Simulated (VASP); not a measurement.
# Ir3C in VASP: further runs

The runs below take Ir3C through single point, with LDA.

Everything below comes from runs of VASP 6.6.1. Logs are shortened: lines on timing, memory, paths and dates and some standing lists are left out, and cuts for length are marked.

## (1) The cell of the first run

The cell holds a slab with vacuum, 4 atoms: a = 2.695 Å, b = 2.695 Å, c = 20.634 Å, α = 90.00°, β = 90.00°, γ = 90.00°.

## (2) Single point, LDA, collinear spin

INCAR

```
SYSTEM = Ir3C
ALGO = Normal ; DIPOL = 0.5 0.5 0.337
EDIFF = 1E-6 ; ENCUT = 520
GGA = CA ; IDIPOL = 3
ISIF = 2 ; ISMEAR = 0
ISPIN = 2 ; LASPH = .True.
LCHARG = .False. ; LDIPOL = .True.
LMAXMIX = 4 ; LORBIT = 11
LREAL = .False. ; LWAVE = .False.
MAGMOM = 0 0 0 2 ; NBANDS = 28
NELM = 150 ; PREC = Accurate
SIGMA = 0.1
```

KPOINTS

```
k-points
0
Gamma
  10 10 1
  0 0 0
```

POSCAR

```
Ir3C
1.0
    2.6946510889      0.0000000000      0.0000000000
    0.0000000000      2.6946510889      0.0000000000
    0.0000000000      0.0000000000     20.6339620658
Ir C
3 1
Direct
    0.5000000000      0.5000000000      0.1938551591
    0.0000000000      0.0000000000      0.2819107364
    0.5000000000      0.5000000000      0.3699707328
    1.0000000000      0.5000000000      0.5022768789
```

Potentials or basis: VASP PAW LDA potentials, release 64 (Ir, C).

On the command line:

```console
$ cat potpaw_LDA.64/Ir/POTCAR potpaw_LDA.64/C/POTCAR > POTCAR
$ mpirun -np 1 vasp_std > vasp.out
```

OUTCAR:

```text
SYSTEM = Ir3C
   EDIFF = 1E-6
   ENCUT = 520
   GGA = CA
   ISIF = 2
   ISMEAR = 0
   ISPIN = 2
   LASPH = .True.
   LORBIT = 11
   LREAL = .False.
   NELM = 150
   PREC = Accurate

 ion  position               nearest neighbor table
   1  0.500  0.500  0.194-   2 2.63   2 2.63   2 2.63   2 2.63
   2  0.000  0.000  0.282-   1 2.63   1 2.63   1 2.63   1 2.63   3 2.63   3 2.63   3 2.63   3 2.63

   3  0.500  0.500  0.370-   2 2.63   2 2.63   2 2.63   2 2.63
   4  0.000  0.500  0.502-

  LATTYP: Found a simple tetragonal cell.
 ALAT       =     2.6946510889
 C/A-ratio  =     7.6573780371

  Lattice vectors:

 A1 = (   2.6946510889,   0.0000000000,   0.0000000000)
 A2 = (   0.0000000000,   2.6946510889,   0.0000000000)
 A3 = (   0.0000000000,   0.0000000000,  20.6339620658)

Analysis of symmetry for initial positions (statically):
=====================================================================
 Subroutine PRICEL returns:
 Original cell was already a primitive cell.

 Routine SETGRP: Setting up the symmetry group for a
 simple tetragonal supercell.

 Subroutine GETGRP returns: Found  4 space group operations
 (whereof  4 operations were pure point group operations)
 out of a pool of 16 trial point group operations.

The static configuration has the point symmetry C_2v.

Analysis of symmetry for dynamics (positions and initial velocities):
=====================================================================
 Subroutine PRICEL returns:
 Original cell was already a primitive cell.

 Routine SETGRP: Setting up the symmetry group for a
 simple tetragonal supercell.

 Subroutine GETGRP returns: Found  4 space group operations
 (whereof  4 operations were pure point group operations)
 out of a pool of 16 trial point group operations.

The dynamic configuration has the point symmetry C_2v.

Analysis of structural, dynamic, and magnetic symmetry:
=====================================================================
 Subroutine PRICEL returns:
 Original cell was already a primitive cell.

 Routine SETGRP: Setting up the symmetry group for a
 simple tetragonal supercell.

 Subroutine GETGRP returns: Found  4 space group operations
 (whereof  4 operations were pure point group operations)
 out of a pool of 16 trial point group operations.

The overall configuration has the point symmetry C_2v.

 Subroutine INISYM returns: Found  4 space group operations
 (whereof  4 operations are pure point group operations),
 and found     1 'primitive' translations

----------------------------------------------------------------------------------------

                                     Primitive cell

  volume of cell :     149.8262

  direct lattice vectors                    reciprocal lattice vectors
     2.694651089  0.000000000  0.000000000     0.371105559  0.000000000  0.000000000
     0.000000000  2.694651089  0.000000000     0.000000000  0.371105559  0.000000000
     0.000000000  0.000000000 20.633962066     0.000000000  0.000000000  0.048463790

  length of vectors
     2.694651089  2.694651089 20.633962066     0.371105559  0.371105559  0.048463790

  position of ions in fractional coordinates (direct lattice)
     0.500000000  0.500000000  0.193855159
     0.000000000  0.000000000  0.281910736
     0.500000000  0.500000000  0.369970733
     0.000000000  0.500000000  0.502276879

  ion indices of the primitive-cell ions
   primitive index   ion index
                 1           1
                 2           2
                 3           3
                 4           4

----------------------------------------------------------------------------------------

 KPOINTS: k-points

Automatic generation of k-mesh.
 Grid dimensions read from file:
 generate k-points for:   10   10    1

 Generating k-lattice:

  Cartesian coordinates                     Fractional coordinates (reciprocal lattice)
     0.037110556  0.000000000  0.000000000     0.100000000  0.000000000  0.000000000
     0.000000000  0.037110556  0.000000000     0.000000000  0.100000000  0.000000000
     0.000000000  0.000000000  0.048463790     0.000000000  0.000000000  1.000000000

  Length of vectors
     0.037110556  0.037110556  0.048463790

  Shift w.r.t. Gamma in fractional coordinates (k-lattice)
     0.000000000  0.000000000  0.000000000

 Subroutine IBZKPT returns following result:
 ===========================================

 Found     36 irreducible k-points:

 Following reciprocal coordinates:
            Coordinates               Weight
  0.000000  0.000000  0.000000      1.000000
  0.100000  0.000000  0.000000      2.000000
  0.000000  0.100000  0.000000      2.000000
  0.200000  0.000000  0.000000      2.000000
  0.000000  0.200000  0.000000      2.000000
  0.300000  0.000000  0.000000      2.000000
[... 16 lines left out ...]
 -0.200000  0.300000  0.000000      4.000000
  0.400000  0.200000  0.000000      4.000000
 [... further k-points ...]
   k-points           NKPTS =     36   k-points in BZ     NKDIM =     36   number of bands    NBANDS=     28
   number of dos      NEDOS =    301   number of ions     NIONS =      4
   total plane-waves  NPLWV =  64000
   dimension x,y,z NGX =    20 NGY =   20 NGZ =  160
   dimension x,y,z NGXF=    40 NGYF=   40 NGZF=  320
   ions per type =               3   1
   NGX,Y,Z   is equivalent  to a cutoff of  12.34, 12.34, 12.89 a.u.
   NGXF,Y,Z  is equivalent  to a cutoff of  24.68, 24.68, 25.78 a.u.
 SYSTEM =  Ir3C
   PREC   = accura    normal or accurate (medium, high low for compatibility)
   ISTART =      0    job   : 0-new  1-cont  2-samecut
   ICHARG =      2    charge: 1-file 2-atom 10-const
   ISPIN  =      2    spin polarized calculation?
   LNONCOLLINEAR =      F non collinear calculations
   LSORBIT =      F    spin-orbit coupling
   LASPH  =      T    aspherical Exc in radial PAW
   ENCUT  =  520.0 eV  38.22 Ry    6.18 a.u.   5.01  5.01 38.37*2*pi/ulx,y,z
   NELM   =    150;   NELMIN=  2; NELMDL= -5     # of ELM steps
   EDIFF  = 0.1E-05   stopping-criterion for ELM
   LREAL  =      F    real-space projection
   EDIFFG = 0.1E-04   stopping-criterion for IOM
   NSW    =      0    number of steps for IOM
   IBRION =     -1    ionic relax: 0-MD 1-quasi-New 2-CG
   NFREE  =      0    steps in history (QN), initial steepest desc. (CG)
   ISIF   =      2    stress and relaxation
   ISYM   =      2    0-nonsym 1-usesym 2-fastsym
   POTIM  = 0.5000    time-step for ionic-motion
   TEBEG  =    0.0;   TEEND  =   0.0 temperature during run
   PSTRESS=    0.0 pullay stress
   NELECT =      31.0000    total number of electrons
   NUPDOWN=      -1.0000    fix difference up-down
   EMIN   =  10.00;   EMAX   =-10.00  energy-range for DOS
   EFERMI =   0.00;   METHOD = LEGACY
   ISMEAR =     0;   SIGMA  =   0.10  broadening in eV -4-tet -1-fermi 0-gaus
   EFERMI_NEDOS =   21; number of points for ismear=-14 and -15
   IALGO  =     38    algorithm
   IMIX   =      4    mixing-type and parameters
     AMIX     =   0.40;   BMIX     =  1.00
     AMIX_MAG =   1.60;   BMIX_MAG =  1.00
  volume/ion in A,a.u.               =      37.46       252.77
  Fermi-wavevector in a.u.,A,eV,Ry     =   0.968277  1.829778 12.756276  0.937560
  Thomas-Fermi vector in A             =   2.098233
   LORBIT       =     11    0 simple, 1 ext, 2 COOP (PROOUT), +10 PAW based schemes
   GGA     = CA    functional components
   LHFCALC =     F    Hartree Fock is set to
   AEXX    =    0.0000 exact exchange contribution
   IVDW    =     0    specifies the selected vdW correction
   LEPSILON=     F    determine dielectric tensor
   LRPA    =     F    only Hartree local field effects (RPA)
 spin polarized calculation
 Gauss-broadening in eV      SIGMA  =   0.10
  energy-cutoff  :      520.00
  volume of cell :      149.83
 maximum number of plane-waves:      4072
   NGX = 11   NGY = 11   NGZ = 77

 dipolmoment           0.000000      0.000000     -0.000040 electrons x Angstroem

 number of electron      30.9999999 magnetization       0.0022423

 dipolmoment           0.000000      0.000000      0.032435 electrons x Angstroem

 Free energy of the ion-electron system (eV)
  ---------------------------------------------------
  ext. energy  EPLUGINS =         0.00000000
  ---------------------------------------------------
  free energy    TOTEN  =       -31.89949238 eV

  energy without entropy =      -31.87365615  energy(sigma->0) =      -31.88657426

 E-fermi :  -0.8293     XC(G=0):  -5.9181

 val. band max:       -0.8424068070   @ k =   0.4000   0.0000   0.0000
 cond. band min:      -0.8235304076   @ k =  -0.1000   0.5000   0.0000
 fundamental gap:      0.0188763994
 Fermi energy:        -0.8293238592

 spin component 1

 k-point     1 :       0.0000    0.0000    0.0000
  band No.  band energies     occupation
      1     -11.1103      1.00000
      2     -10.4444      1.00000
      3      -8.3305      1.00000
      4      -8.0524      1.00000
      5      -8.0003      1.00000
      6      -6.0983      1.00000
[... 709 lines left out ...]
     26       9.0756      0.00000
     27       9.5958      0.00000

 [... further k-points ...]

 spin component 2

 k-point     1 :       0.0000    0.0000    0.0000
  band No.  band energies     occupation
      1     -11.1101      1.00000
      2     -10.4439      1.00000
      3      -8.3303      1.00000
      4      -8.0523      1.00000
      5      -8.0001      1.00000
      6      -6.0982      1.00000
[... 709 lines left out ...]
     26       9.0773      0.00000
     27       9.6012      0.00000

 [... further k-points ...]

 [bands above 27 left out]

------------------------ aborting loop because EDIFF is reached ----------------------------------------

 vacuum level on the upper side and lower side of the slab       (xc-potential included)         0.385        -0.403

  FORCE on cell =-STRESS in cart. coord.  units (eV):
  Direction    XX          YY          ZZ          XY          YZ          ZX
  --------------------------------------------------------------------------------------
  -------------------------------------------------------------------------------------
  Total       -6.4726633     -5.3121390     -3.9590745      0.0000000      0.0000000      0.0000000
  in kB      -69.2159035    -56.8057507    -42.3366559      0.0000000      0.0000000      0.0000000
  external PRESSURE =     -56.1194367 kB  Pullay stress =       0.0000000 kB

 VOLUME and BASIS-vectors are now :
 -----------------------------------------------------------------------------
  energy-cutoff  :      520.00
  volume of cell :      149.83
      direct lattice vectors                 reciprocal lattice vectors
     2.694651089  0.000000000  0.000000000     0.371105559  0.000000000  0.000000000
     0.000000000  2.694651089  0.000000000     0.000000000  0.371105559  0.000000000
     0.000000000  0.000000000 20.633962066     0.000000000  0.000000000  0.048463790

 POSITION                                       TOTAL-FORCE (eV/Angst)
 -----------------------------------------------------------------------------------
      1.34733      1.34733      4.00000         0.000000      0.000000     -0.306751
      0.00000      0.00000      5.81694         0.000000      0.000000      0.103600
      1.34733      1.34733      7.63396         0.000000      0.000000      1.972654
      0.00000      1.34733     10.36396         0.000000      0.000000     -1.769503
 -----------------------------------------------------------------------------------
    total drift:                               -0.000000      0.000000      0.000748

  FREE ENERGIE OF THE ION-ELECTRON SYSTEM (eV)
  ---------------------------------------------------
  free  energy   TOTEN  =       -31.8994923759 eV

  energy  without entropy=      -31.8736561538  energy(sigma->0) =      -31.88657426

 vacuum level on the upper side and lower side of the slab         5.595         4.787

 total charge

# of ion       s       p       d       tot
------------------------------------------
    1        0.674   0.542   7.040   8.256
    2        0.707   0.819   7.039   8.565
    3        0.664   0.583   6.956   8.204
    4        1.044   0.864   0.000   1.908
--------------------------------------------------
tot          3.090   2.807  21.036  26.933

 magnetization (x)

# of ion       s       p       d       tot
------------------------------------------
    1        0.000   0.000   0.000   0.000
    2        0.000   0.000   0.000   0.000
    3       -0.000   0.000   0.000   0.000
    4        0.000   0.000   0.000   0.000
--------------------------------------------------
tot          0.000   0.000   0.000   0.000
```

Run time: 15 min. Hardware: 1 thread of Intel Xeon 8259CL, shared host; peak memory 0.36 GiB.

What came out:

| Property | Result |
| --- | --- |
| Free energy | -31.8995 eV |
| Largest force | 1.973 eV/Å |
| Net moment | 0.00 μB per cell |
| Valence electrons inside the program's atomic spheres | Ir 8.26, 8.56, 8.20; C 1.91 |

Forces on the atoms (eV/Å):
```
Ir   0.000  0.000 -0.307
Ir   0.000  0.000  0.104
Ir   0.000  0.000  1.973
C    0.000  0.000 -1.770
```

Caveat: spin-orbit coupling is left out, which moves the levels of the heavy elements.

(Continued in part 2 of 2.)
